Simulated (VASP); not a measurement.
# Zr (Fm-3m) in VASP: single point with r2SCAN

Aim: the single point of Zr with r2SCAN.

Everything below comes from runs of VASP 6.6.1. Logs are shortened: lines on timing, memory, paths and dates and some standing lists are left out, and cuts for length are marked.

## 1. The cell of the first run

Symmetry: Fm-3m, No. 225, cubic system. The conventional cell has a = 4.537 Å, b = 4.537 Å, c = 4.537 Å, α = 90.00°, β = 90.00°, γ = 90.00°. Within 4.2 Å of Zr (site symmetry m-3m) lie 12 Zr at 3.21 Å.

This isn't the form of Zr at room conditions, which is hcp.

## 2. Single point, r2SCAN

POSCAR reads:

```
Zr
1.0
    0.0000000000      2.2683463272      2.2683463272
    2.2683463272      0.0000000000      2.2683463272
    2.2683463272      2.2683463272      0.0000000000
Zr
1
Direct
    0.0000000000      0.0000000000      0.0000000000
```

INCAR.step1 reads:

```
SYSTEM = Zr
  PREC = Accurate
  ENCUT = 520
  ISMEAR = 0
  SIGMA = 0.05
  LREAL = .FALSE.
  LASPH = .TRUE.
  NELM = 60
  NBANDS = 12
  GGA = PE
  ALGO = Normal
  EDIFF = 1E-4
  LWAVE = .TRUE.
  LCHARG = .FALSE.
```

INCAR.step2 reads:

```
SYSTEM = Zr
  PREC = Accurate
  ENCUT = 520
  EDIFF = 1E-6
  ISMEAR = 0
  SIGMA = 0.05
  LREAL = .FALSE.
  LASPH = .TRUE.
  NELM = 60
  ALGO = Normal
  ISIF = 2
  LWAVE = .FALSE.
  LCHARG = .FALSE.
  METAGGA = R2SCAN
  LMIXTAU = .TRUE.
  NBANDS = 12
  ISTART = 1
```

KPOINTS reads:

```
regular mesh
0
G
  16 16 16
  0 0 0
```

Potentials or basis: VASP PAW PBE potentials, release 64 (Zr_sv).

Command:

```
$ cat potpaw_PBE.64/Zr_sv/POTCAR > POTCAR
$ cp INCAR.step1 INCAR
$ mpirun -np 1 vasp_std > vasp.out
$ cp INCAR.step2 INCAR
$ mpirun -np 1 vasp_std > vasp.out
```

OUTCAR:

```text
SYSTEM = Zr
   PREC = Accurate
   ENCUT = 520
   EDIFF = 1E-6
   ISMEAR = 0
   LREAL = .FALSE.
   LASPH = .TRUE.
   NELM = 60
   ISIF = 2
   METAGGA = R2SCAN
   ISTART = 1

 ion  position               nearest neighbor table
   1  0.000  0.000  0.000-

  LATTYP: Found a face centered cubic cell.
 ALAT       =     4.5366926544

  Lattice vectors:

 A1 = (   0.0000000000,   2.2683463272,   2.2683463272)
 A2 = (   2.2683463272,   0.0000000000,   2.2683463272)
 A3 = (   2.2683463272,   2.2683463272,   0.0000000000)

Analysis of symmetry for initial positions (statically):
=====================================================================
 Subroutine PRICEL returns:
 Original cell was already a primitive cell.

 Routine SETGRP: Setting up the symmetry group for a
 face centered cubic supercell.

 Subroutine GETGRP returns: Found 48 space group operations
 (whereof 48 operations were pure point group operations)
 out of a pool of 48 trial point group operations.

The static configuration has the point symmetry O_h .

Analysis of symmetry for dynamics (positions and initial velocities):
=====================================================================
 Subroutine PRICEL returns:
 Original cell was already a primitive cell.

 Routine SETGRP: Setting up the symmetry group for a
 face centered cubic supercell.

 Subroutine GETGRP returns: Found 48 space group operations
 (whereof 48 operations were pure point group operations)
 out of a pool of 48 trial point group operations.

The dynamic configuration has the point symmetry O_h .

 Subroutine INISYM returns: Found 48 space group operations
 (whereof 48 operations are pure point group operations),
 and found     1 'primitive' translations

----------------------------------------------------------------------------------------

                                     Primitive cell

  volume of cell :      23.3431

  direct lattice vectors                    reciprocal lattice vectors
     0.000000000  2.268346327  2.268346327    -0.220424895  0.220424895  0.220424895
     2.268346327  0.000000000  2.268346327     0.220424895 -0.220424895  0.220424895
     2.268346327  2.268346327  0.000000000     0.220424895  0.220424895 -0.220424895

  length of vectors
     3.207926140  3.207926140  3.207926140     0.381787117  0.381787117  0.381787117

  position of ions in fractional coordinates (direct lattice)
     0.000000000  0.000000000  0.000000000

  ion indices of the primitive-cell ions
   primitive index   ion index
                 1           1

----------------------------------------------------------------------------------------

 KPOINTS: regular mesh

Automatic generation of k-mesh.
 Grid dimensions read from file:
 generate k-points for:   16   16   16

 Generating k-lattice:

  Cartesian coordinates                     Fractional coordinates (reciprocal lattice)
    -0.013776556  0.013776556  0.013776556     0.062500000  0.000000000  0.000000000
     0.013776556 -0.013776556  0.013776556     0.000000000  0.062500000  0.000000000
     0.013776556  0.013776556 -0.013776556     0.000000000  0.000000000  0.062500000

  Length of vectors
     0.023861695  0.023861695  0.023861695

  Shift w.r.t. Gamma in fractional coordinates (k-lattice)
     0.000000000  0.000000000  0.000000000

 Subroutine IBZKPT returns following result:
 ===========================================

 Found    145 irreducible k-points:

 Following reciprocal coordinates:
            Coordinates               Weight
  0.000000  0.000000  0.000000      1.000000
  0.062500  0.000000  0.000000      8.000000
  0.125000  0.000000  0.000000      8.000000
  0.187500  0.000000  0.000000      8.000000
  0.250000  0.000000  0.000000      8.000000
  0.312500  0.000000  0.000000      8.000000
[... 16 lines left out ...]
 -0.125000  0.062500  0.000000     24.000000
 -0.062500  0.062500  0.000000     12.000000
 [... further k-points ...]
   k-points           NKPTS =    145   k-points in BZ     NKDIM =    145   number of bands    NBANDS=     12
   number of dos      NEDOS =    301   number of ions     NIONS =      1
   total plane-waves  NPLWV =  13824
   dimension x,y,z NGX =    24 NGY =   24 NGZ =   24
   dimension x,y,z NGXF=    48 NGYF=   48 NGZF=   48
   ions per type =               1
   NGX,Y,Z   is equivalent  to a cutoff of  12.44, 12.44, 12.44 a.u.
   NGXF,Y,Z  is equivalent  to a cutoff of  24.88, 24.88, 24.88 a.u.
 SYSTEM =  Zr
   PREC   = accura    normal or accurate (medium, high low for compatibility)
   ISTART =      1    job   : 0-new  1-cont  2-samecut
   ICHARG =      0    charge: 1-file 2-atom 10-const
   ISPIN  =      1    spin polarized calculation?
   LNONCOLLINEAR =      F non collinear calculations
   LSORBIT =      F    spin-orbit coupling
   LASPH  =      T    aspherical Exc in radial PAW
   ENCUT  =  520.0 eV  38.22 Ry    6.18 a.u.   5.96  5.96  5.96*2*pi/ulx,y,z
   NELM   =     60;   NELMIN=  2; NELMDL=  0     # of ELM steps
   EDIFF  = 0.1E-05   stopping-criterion for ELM
   LREAL  =      F    real-space projection
   EDIFFG = 0.1E-04   stopping-criterion for IOM
   NSW    =      0    number of steps for IOM
   IBRION =     -1    ionic relax: 0-MD 1-quasi-New 2-CG
   NFREE  =      0    steps in history (QN), initial steepest desc. (CG)
   ISIF   =      2    stress and relaxation
   ISYM   =      2    0-nonsym 1-usesym 2-fastsym
   POTIM  = 0.5000    time-step for ionic-motion
   TEBEG  =    0.0;   TEEND  =   0.0 temperature during run
   PSTRESS=    0.0 pullay stress
   NELECT =      12.0000    total number of electrons
   NUPDOWN=      -1.0000    fix difference up-down
   EMIN   =  10.00;   EMAX   =-10.00  energy-range for DOS
   EFERMI =   0.00;   METHOD = LEGACY
   ISMEAR =     0;   SIGMA  =   0.05  broadening in eV -4-tet -1-fermi 0-gaus
   EFERMI_NEDOS =   21; number of points for ismear=-14 and -15
   IALGO  =     38    algorithm
   IMIX   =      4    mixing-type and parameters
     AMIX     =   0.40;   BMIX     =  1.00
     AMIX_MAG =   1.60;   BMIX_MAG =  1.00
  volume/ion in A,a.u.               =      23.34       157.53
  Fermi-wavevector in a.u.,A,eV,Ry     =   1.311442  2.478267 23.400404  1.719881
  Thomas-Fermi vector in A             =   2.441904
   LORBIT       =      0    0 simple, 1 ext, 2 COOP (PROOUT), +10 PAW based schemes
   METAGGA = R2SCAN    functional components
   LHFCALC =     F    Hartree Fock is set to
   AEXX    =    0.0000 exact exchange contribution
   IVDW    =     0    specifies the selected vdW correction
   LEPSILON=     F    determine dielectric tensor
   LRPA    =     F    only Hartree local field effects (RPA)
 non-spin polarized calculation
 Gauss-broadening in eV      SIGMA  =   0.05
  energy-cutoff  :      520.00
  volume of cell :       23.34
 maximum number of plane-waves:       640
   NGX = 11   NGY = 11   NGZ = 11

 number of electron      12.0000000 magnetization

 Free energy of the ion-electron system (eV)
  ---------------------------------------------------
  ext. energy  EPLUGINS =         0.00000000
  ---------------------------------------------------
  free energy    TOTEN  =       -22.69257911 eV

  energy without entropy =      -22.68963076  energy(sigma->0) =      -22.69110493

 E-fermi :   8.8736     XC(G=0): -11.9531

 val. band max:        8.8715745353   @ k =  -0.3125   0.3750   0.1250
 cond. band min:       8.8761999089   @ k =  -0.3125   0.3125   0.0000
 fundamental gap:      0.0046253735
 Fermi energy:         8.8736205784

 k-point     1 :       0.0000    0.0000    0.0000
  band No.  band energies     occupation
      1     -41.5252      2.00000
      2     -18.3270      2.00000
      3     -18.3270      2.00000
      4     -18.3270      2.00000
      5       2.9866      2.00000
      6      10.0030      0.00000
      7      10.0030      0.00000
      8      10.0030      0.00000
      9      12.6009      0.00000
     10      12.6009      0.00000
     11      19.7354      0.00000
     12      24.2897      0.00000

 k-point     2 :       0.0625    0.0000    0.0000
  band No.  band energies     occupation
      1     -41.5195      2.00000
      2     -18.3679      2.00000
      3     -18.3320      2.00000
      4     -18.3320      2.00000
      5       3.1184      2.00000
      6       9.8725      0.00000
      7      10.0644      0.00000
      8      10.0644      0.00000
      9      12.5368      0.00000
     10      12.5368      0.00000
     11      20.0247      0.00000
     12      23.6824      0.00000

 k-point     3 :       0.1250    0.0000    0.0000
  band No.  band energies     occupation
      1     -41.5034      2.00000
      2     -18.4831      2.00000
      3     -18.3461      2.00000
      4     -18.3461      2.00000
      5       3.4965      2.00000
      6       9.5459      0.00000
      7      10.2185      0.00000
      8      10.2185      0.00000
      9      12.4006      0.00000
     10      12.4006      0.00000
     11      20.7650      0.00000
     12      22.6104      0.00000
[... 286 lines left out ...]
 k-point    23 :      -0.1250    0.0625    0.0000
  band No.  band energies     occupation
      1     -41.4916      2.00000
      2     -18.5510      2.00000
      3     -18.3833      2.00000
      4     -18.3448      2.00000
      5       3.7776      2.00000
      6       9.3176      0.00000
      7      10.3128      0.00000
      8      10.3422      0.00000
      9      12.0438      0.00000
     10      12.6190      0.00000
     11      21.2707      0.00000
     12      22.3233      0.00000

 k-point    24 :      -0.0625    0.0625    0.0000
  band No.  band energies     occupation
      1     -41.5104      2.00000
      2     -18.4252      2.00000
      3     -18.3549      2.00000
      4     -18.3334      2.00000
      5       3.3326      2.00000
      6       9.6642      0.00000
      7      10.1551      0.00000
      8      10.1784      0.00000
      9      12.3006      0.00000
     10      12.5905      0.00000
     11      20.4761      0.00000
     12      23.1553      0.00000

 [... further k-points ...]
[... 5 lines left out ...]
  --------------------------------------------------------------------------------------
  -------------------------------------------------------------------------------------
  Total        0.0044044      0.0044044      0.0044044     -0.0000000      0.0000000      0.0000000
  in kB        0.3023041      0.3023041      0.3023041     -0.0000000      0.0000000      0.0000000
  external PRESSURE =       0.3023041 kB  Pullay stress =       0.0000000 kB

 VOLUME and BASIS-vectors are now :
 -----------------------------------------------------------------------------
  energy-cutoff  :      520.00
  volume of cell :       23.34
      direct lattice vectors                 reciprocal lattice vectors
     0.000000000  2.268346327  2.268346327    -0.220424895  0.220424895  0.220424895
     2.268346327  0.000000000  2.268346327     0.220424895 -0.220424895  0.220424895
     2.268346327  2.268346327  0.000000000     0.220424895  0.220424895 -0.220424895

 POSITION                                       TOTAL-FORCE (eV/Angst)
 -----------------------------------------------------------------------------------
      0.00000      0.00000      0.00000         0.000000      0.000000      0.000000
 -----------------------------------------------------------------------------------
    total drift:                               -0.000000     -0.000000      0.000000

  FREE ENERGIE OF THE ION-ELECTRON SYSTEM (eV)
  ---------------------------------------------------
  free  energy   TOTEN  =       -22.6925791093 eV

  energy  without entropy=      -22.6896307576  energy(sigma->0) =      -22.69110493
```

Wall time 3.3 min (1 thread of AMD EPYC 7R13, shared host); peak memory 0.14 GiB.

What came out:

```yaml
Free_energy: -22.6926 eV
Pressure: 0.0 GPa
Band_gap_on_the_k_mesh: zero (bands 6 and 7 overlap by 1.56 eV)
```

Caveat: the PAW data sets were made with another functional, which shifts forces and pressure a little.
